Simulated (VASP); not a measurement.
**KCl: single point with LDA**

KCl:

```
CELL_PARAMETERS angstrom
3.83920 0.00000 0.00000
0.00000 3.83920 0.00000
0.00000 0.00000 3.83920
ATOMIC_POSITIONS crystal
K 0.00000 0.00000 0.00000
Cl 0.50000 0.50000 0.50000
```

```json
{
 "Program": "VASP 6.6.1",
 "Task": "single point",
 "Functional": "LDA",
 "Potentials or basis": "VASP PAW LDA potentials, release 64 (K_sv, Cl)",
 "Cutoff": "520 eV",
 "k mesh": "7 × 7 × 7",
 "Occupations": "gaussian, width 0.02 eV",
 "Spin": "no spin polarisation",
 "Dipole correction": "no",
 "Further INCAR settings": "ALGO = Normal; EDIFF = 1e-07; NBANDS = 15"
}
```

The pressure is -3.1 GPa and the band gap on the k mesh is 4.39 eV (least direct gap 4.58 eV).

Levels at points of the mesh, in eV from the valence-band top:
```
           k point  band 4  band 5  band 6  band 7  band 8  band 9  band 10  band 11  band 12  band 13
(0.00, 0.00, 0.00)  -11.27  -11.27   -0.19   -0.19   -0.19    4.39     6.27     6.27    10.51    10.51
```

It took 23 s on 1 thread of Intel Xeon 8259CL, on a shared host, peak memory 0.15 GiB.

Caveat: the cell stands under tension; an odd mesh through Γ misses points on the zone boundary, where band edges can lie.
